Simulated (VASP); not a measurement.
# Mg8HO8 (a cell with a defect) in VASP: notebook

Runs on Mg8HO8 (a cell with a defect). Level: PBE. Tasks: single point.

Program: VASP 6.6.1. These are calculated values, not measurements. Logs are shortened: lines on timing, memory, paths and dates and some standing lists are left out, and cuts for length are marked.

**1. The cell of the first run**

The cell holds a defect, 17 atoms: a = 5.955 Å, b = 5.955 Å, c = 5.955 Å, α = 60.00°, β = 60.00°, γ = 60.00°.

**2. Single point, PBE**

File INCAR:

```
PREC     = Accurate       # precision mode
ENCUT    = 520            # plane-wave cutoff, eV
EDIFF    = 1E-6           # SCF threshold, eV
ISMEAR   = 0              # smearing method
SIGMA    = 0.05           # smearing width, eV
LREAL    = Auto         
LASPH    = T              # aspherical terms in the spheres
NELM     = 100            # most SCF steps
ALGO     = Normal         # electronic algorithm
ISIF     = 2              # what is computed and relaxed
LWAVE    = F              # write WAVECAR
LCHARG   = F              # write CHGCAR
GGA      = PE             # functional
NBANDS   = 46             # bands
NELECT   = 64.0
```

File KPOINTS:

```
regular mesh
0
Gamma
  2 2 2
```

File POSCAR:

```
Mg8HO8
1.0
    0.0000000000      4.2110000000      4.2110000000
    4.2110000000      0.0000000000      4.2110000000
    4.2110000000      4.2110000000      0.0000000000
Mg O H
8 8 1
Direct
    0.0087740442     -0.0105902398      0.0010309903
    0.0030943956     -0.0013917122      0.4992708383
    0.0087668012      0.5003668962      0.0010396580
    0.0087665638      0.5003678461      0.4900707670
    0.5164479934     -0.0196614818      0.0224700784
    0.5164447875     -0.0196551888      0.4809928758
    0.5084852767      0.4968186891     -0.0025306341
    0.5164259083      0.5217374733      0.4810402517
    0.2592721444      0.2441776300      0.2483968179
    0.2582203752      0.2469232961      0.7475476134
    0.2592713132      0.7477386607      0.2483962242
    0.2592711945      0.7477385419      0.7448378057
    0.7532941107      0.2472789124      0.2517180005
    0.7532909048      0.2472773688      0.7479532178
    0.7680816908      0.7435908335      0.2442882926
    0.7532650202      0.7510978390      0.7479415816
    0.4601378532      0.1794762527      0.6803259321
```

Potentials or basis: VASP PAW PBE potentials, release 64 (Mg, O, H).

Launch:

```sh
$ cat potpaw_PBE.64/Mg/POTCAR potpaw_PBE.64/O/POTCAR potpaw_PBE.64/H/POTCAR > POTCAR
$ mpirun -np 1 vasp_std > vasp.out
```

OUTCAR:

```text
PREC = Accurate
   ENCUT = 520
   EDIFF = 1E-6
   ISMEAR = 0
   LREAL = Auto
   LASPH = T
   NELM = 100
   ISIF = 2
   GGA = PE
   NELECT = 64.0

 ion  position               nearest neighbor table
   1  0.009  0.989  0.001-  15 2.05  11 2.10  12 2.10  10 2.13  13 2.14  14 2.14   5 2.90   6 2.90
                             4 2.91   3 2.91   7 2.95   2 2.98   2 2.98   7 3.00   3 3.04   4 3.04
   2  0.003  0.999  0.499-  16 2.09  14 2.09  13 2.09  12 2.11  11 2.11   9 2.11   5 2.95   6 2.95
                             8 2.95   3 2.98   4 2.98   1 2.98   1 2.98   4 2.98   3 2.98   8 3.01
   3  0.009  0.500  0.001-  15 2.05   9 2.10  12 2.10  10 2.13  13 2.14  16 2.14   5 2.90   8 2.90
                             4 2.91   1 2.91   7 2.95   2 2.98   2 2.98   7 3.00   1 3.04   4 3.04
   4  0.009  0.500  0.490-  15 2.05   9 2.10  11 2.10  10 2.13  14 2.14  16 2.14   6 2.90   8 2.90
                             3 2.91   1 2.91   7 2.95   2 2.98   2 2.98   7 3.00   1 3.04   3 3.04
   5  0.516  0.980  0.022-  17 1.88  15 2.00   9 2.07  11 2.07  16 2.13  14 2.13  10 2.25   6 2.73
                             8 2.73   1 2.90   3 2.90   2 2.95   7 2.98   7 2.98   2 3.01   3 3.06
   6  0.516  0.980  0.481-  17 1.88  15 2.00   9 2.07  12 2.07  16 2.13  13 2.13  10 2.25   5 2.73
                             8 2.73   1 2.90   4 2.90   2 2.95   7 2.98   7 2.98   2 3.01   4 3.06
   7  0.508  0.497  0.997-  13 2.10  14 2.10  16 2.10  12 2.11  11 2.11   9 2.11   1 2.95   3 2.95
                             4 2.95   8 2.98   8 2.98   6 2.98   5 2.98   6 2.98   5 2.98   4 3.00
   8  0.516  0.522  0.481-  17 1.88  15 2.00  11 2.07  12 2.07  14 2.13  13 2.13  10 2.25   5 2.73
                             6 2.73   3 2.90   4 2.90   2 2.95   7 2.98   7 2.98   2 3.01   4 3.06
   9  0.259  0.244  0.248-   5 2.07   6 2.07   3 2.10   4 2.10   2 2.11   7 2.11
  10  0.258  0.247  0.748-  17 0.98   4 2.13   3 2.13   1 2.13   8 2.25   6 2.25   5 2.25
  11  0.259  0.748  0.248-   5 2.07   8 2.07   1 2.10   4 2.10   2 2.11   7 2.11
  12  0.259  0.748  0.745-   6 2.07   8 2.07   1 2.10   3 2.10   2 2.11   7 2.11
  13  0.753  0.247  0.252-   2 2.09   7 2.10   8 2.13   6 2.13   1 2.14   3 2.14
  14  0.753  0.247  0.748-   2 2.09   7 2.10   8 2.13   5 2.13   1 2.14   4 2.14
  15  0.768  0.744  0.244-   5 2.00   6 2.00   8 2.00   4 2.05   3 2.05   1 2.05
  16  0.753  0.751  0.748-   2 2.09   7 2.10   6 2.13   5 2.13   3 2.14   4 2.14
  17  0.460  0.179  0.680-  10 0.98   5 1.88   6 1.88   8 1.88

  LATTYP: Found a face centered cubic cell.
 ALAT       =     8.4220000000

  Lattice vectors:

 A1 = (   0.0000000000,   4.2110000000,   4.2110000000)
 A2 = (   4.2110000000,   0.0000000000,   4.2110000000)
 A3 = (   4.2110000000,   4.2110000000,   0.0000000000)

Analysis of symmetry for initial positions (statically):
=====================================================================
 Subroutine PRICEL returns:
 Original cell was already a primitive cell.

 Routine SETGRP: Setting up the symmetry group for a
 face centered cubic supercell.

 Subroutine GETGRP returns: Found  1 space group operations
 (whereof  1 operations were pure point group operations)
 out of a pool of 48 trial point group operations.

The static configuration has the point symmetry C_1 .

Analysis of symmetry for dynamics (positions and initial velocities):
=====================================================================
 Subroutine PRICEL returns:
 Original cell was already a primitive cell.

 Routine SETGRP: Setting up the symmetry group for a
 face centered cubic supercell.

 Subroutine GETGRP returns: Found  1 space group operations
 (whereof  1 operations were pure point group operations)
 out of a pool of 48 trial point group operations.

The dynamic configuration has the point symmetry C_1 .

 Subroutine INISYM returns: Found  1 space group operations
 (whereof  1 operations are pure point group operations),
 and found     1 'primitive' translations

----------------------------------------------------------------------------------------

                                     Primitive cell

  volume of cell :     149.3433

  direct lattice vectors                    reciprocal lattice vectors
     0.000000000  4.211000000  4.211000000    -0.118736642  0.118736642  0.118736642
     4.211000000  0.000000000  4.211000000     0.118736642 -0.118736642  0.118736642
     4.211000000  4.211000000  0.000000000     0.118736642  0.118736642 -0.118736642

  length of vectors
     5.955253311  5.955253311  5.955253311     0.205657897  0.205657897  0.205657897

  position of ions in fractional coordinates (direct lattice)
     0.008774044  0.989409760  0.001030990
     0.003094396  0.998608288  0.499270838
     0.008766801  0.500366896  0.001039658
     0.008766564  0.500367846  0.490070767
[... 46 lines left out ...]
     0.059368321 -0.059368321  0.059368321     0.000000000  0.500000000  0.000000000
     0.059368321  0.059368321 -0.059368321     0.000000000  0.000000000  0.500000000

  Length of vectors
     0.102828948  0.102828948  0.102828948

  Shift w.r.t. Gamma in fractional coordinates (k-lattice)
     0.000000000  0.000000000  0.000000000

 Subroutine IBZKPT returns following result:
 ===========================================

 Found      8 irreducible k-points:

 Following reciprocal coordinates:
            Coordinates               Weight
  0.000000  0.000000  0.000000      1.000000
  0.500000  0.000000  0.000000      1.000000
  0.000000  0.500000  0.000000      1.000000
  0.000000  0.000000  0.500000      1.000000
  0.500000  0.500000  0.500000      1.000000
  0.500000  0.500000  0.000000      1.000000
  0.000000  0.500000  0.500000      1.000000
  0.500000  0.000000  0.500000      1.000000
   k-points           NKPTS =      8   k-points in BZ     NKDIM =      8   number of bands    NBANDS=     46
   number of dos      NEDOS =    301   number of ions     NIONS =     17
   total plane-waves  NPLWV = 110592
   dimension x,y,z NGX =    48 NGY =   48 NGZ =   48
   dimension x,y,z NGXF=    96 NGYF=   96 NGZF=   96
   ions per type =               8   8   1
   NGX,Y,Z   is equivalent  to a cutoff of  13.40, 13.40, 13.40 a.u.
   NGXF,Y,Z  is equivalent  to a cutoff of  26.80, 26.80, 26.80 a.u.
 SYSTEM =  unknown system
   PREC   = accura    normal or accurate (medium, high low for compatibility)
   ISTART =      0    job   : 0-new  1-cont  2-samecut
   ICHARG =      2    charge: 1-file 2-atom 10-const
   ISPIN  =      1    spin polarized calculation?
   LNONCOLLINEAR =      F non collinear calculations
   LSORBIT =      F    spin-orbit coupling
   LASPH  =      T    aspherical Exc in radial PAW
   ENCUT  =  520.0 eV  38.22 Ry    6.18 a.u.  11.07 11.07 11.07*2*pi/ulx,y,z
   NELM   =    100;   NELMIN=  2; NELMDL= -5     # of ELM steps
   EDIFF  = 0.1E-05   stopping-criterion for ELM
   LREAL  =      T    real-space projection
   EDIFFG = 0.1E-04   stopping-criterion for IOM
   NSW    =      0    number of steps for IOM
   IBRION =     -1    ionic relax: 0-MD 1-quasi-New 2-CG
   NFREE  =      0    steps in history (QN), initial steepest desc. (CG)
   ISIF   =      2    stress and relaxation
   ISYM   =      2    0-nonsym 1-usesym 2-fastsym
   POTIM  = 0.5000    time-step for ionic-motion
   TEBEG  =    0.0;   TEEND  =   0.0 temperature during run
   PSTRESS=    0.0 pullay stress
   NELECT =      64.0000    total number of electrons
   NUPDOWN=      -1.0000    fix difference up-down
   EMIN   =  10.00;   EMAX   =-10.00  energy-range for DOS
   EFERMI =   0.00;   METHOD = LEGACY
   ISMEAR =     0;   SIGMA  =   0.05  broadening in eV -4-tet -1-fermi 0-gaus
   EFERMI_NEDOS =   21; number of points for ismear=-14 and -15
   IALGO  =     38    algorithm
   IMIX   =      4    mixing-type and parameters
     AMIX     =   0.40;   BMIX     =  1.00
     AMIX_MAG =   1.60;   BMIX_MAG =  1.00
  volume/ion in A,a.u.               =       8.78        59.28
  Fermi-wavevector in a.u.,A,eV,Ry     =   1.234259  2.332411 20.727046  1.523395
  Thomas-Fermi vector in A             =   2.368956
   LORBIT       =      0    0 simple, 1 ext, 2 COOP (PROOUT), +10 PAW based schemes
   GGA     = PE    functional components
   LHFCALC =     F    Hartree Fock is set to
   AEXX    =    0.0000 exact exchange contribution
   IVDW    =     0    specifies the selected vdW correction
   LEPSILON=     F    determine dielectric tensor
   LRPA    =     F    only Hartree local field effects (RPA)
 non-spin polarized calculation
 Gauss-broadening in eV      SIGMA  =   0.05
  energy-cutoff  :      520.00
  volume of cell :      149.34
 maximum number of plane-waves:      4044
 NGX is ok and might be reduce to    48
   NGX = 23   NGY = 23   NGZ = 23

 number of electron      64.0000000 magnetization

 Free energy of the ion-electron system (eV)
  ---------------------------------------------------
  ext. energy  EPLUGINS =         0.00000000
  ---------------------------------------------------
  free energy    TOTEN  =      -102.14032175 eV

  energy without entropy =     -102.14032175  energy(sigma->0) =     -102.14032175

 E-fermi :   3.5795     XC(G=0): -11.0555

 val. band max:        3.3306049595   @ k =   0.0000   0.0000   0.0000
 cond. band min:       7.5545296271   @ k =   0.0000   0.0000   0.0000
 fundamental gap:      4.2239246675
 Fermi energy:         3.5795121098

 k-point     1 :       0.0000    0.0000    0.0000
  band No.  band energies     occupation
      1     -16.6196      2.00000
      2     -13.7232      2.00000
      3     -12.8186      2.00000
      4     -12.4588      2.00000
      5     -12.4499      2.00000
      6     -12.4497      2.00000
[... 365 lines left out ...]
     43      14.7897      0.00000
     44      14.8676      0.00000
 [bands above 44 left out]

------------------------ aborting loop because EDIFF is reached ----------------------------------------

  FORCE on cell =-STRESS in cart. coord.  units (eV):
  Direction    XX          YY          ZZ          XY          YZ          ZX
  --------------------------------------------------------------------------------------
  -------------------------------------------------------------------------------------
  Total        0.2512770      0.2519636      0.2430470      1.8897659     -1.8853494      1.8835046
  in kB        2.6957376      2.7031035      2.6074443     20.2736936    -20.2263121     20.2065214
  external PRESSURE =       2.6687618 kB  Pullay stress =       0.0000000 kB

 VOLUME and BASIS-vectors are now :
 -----------------------------------------------------------------------------
  energy-cutoff  :      520.00
  volume of cell :      149.34
      direct lattice vectors                 reciprocal lattice vectors
     0.000000000  4.211000000  4.211000000    -0.118736642  0.118736642  0.118736642
     4.211000000  0.000000000  4.211000000     0.118736642 -0.118736642  0.118736642
     4.211000000  4.211000000  0.000000000     0.118736642  0.118736642 -0.118736642

 POSITION                                       TOTAL-FORCE (eV/Angst)
 -----------------------------------------------------------------------------------
      4.17075      0.04129      4.20335        -0.000095     -0.000264     -0.012617
      6.30757      2.11546      4.21817        -0.001741      0.001703      0.002317
      2.11142      0.04129      2.14396         0.012843     -0.000114      0.000233
      4.17074      2.10060      2.14397        -0.000022     -0.012827      0.000147
      4.22283      2.26938      6.30297         0.005482      0.028270     -0.005315
      6.15369      4.20021      6.30298        -0.028503     -0.005591     -0.005389
[... 9 lines left out ...]
      6.31246      6.32158      6.33487         0.003455     -0.003646      0.005474
      3.62063      4.80249      2.69341        -0.082283      0.082249      0.083582
 -----------------------------------------------------------------------------------
    total drift:                               -0.004322      0.002325      0.000652

  FREE ENERGIE OF THE ION-ELECTRON SYSTEM (eV)
  ---------------------------------------------------
  free  energy   TOTEN  =      -102.1403217516 eV

  energy  without entropy=     -102.1403217516  energy(sigma->0) =     -102.14032175
```

Run time: 70 s. Hardware: 1 thread of Intel Xeon 6975P-C (Granite Rapids), shared host; peak memory 0.33 GiB.

Results:

```yaml
Free_energy: -102.1403 eV
Largest_force: 0.147 eV/Å
```

Forces on the atoms (eV/Å):
```
Mg   0.000  0.000 -0.013
Mg  -0.002  0.002  0.002
Mg   0.013  0.000  0.000
Mg   0.000 -0.013  0.000
Mg   0.005  0.028 -0.005
Mg  -0.029 -0.006 -0.005
Mg   0.005 -0.005 -0.005
Mg   0.006 -0.006  0.029
O    0.002 -0.001  0.000
O    0.084 -0.084 -0.086
O    0.000  0.000 -0.002
O    0.000  0.001 -0.002
O    0.004  0.006 -0.003
O   -0.006 -0.004 -0.003
O   -0.004  0.005  0.004
O    0.003 -0.004  0.005
H   -0.082  0.082  0.084
```

Caveat: the k points lie up to 0.65 Å⁻¹ apart; the cell carries a net charge on a neutralising background, which shifts energy and pressure; the cell is charged against a uniform background, so pressure and absolute levels hang on convention.

(Continued in part 2 of 2.)
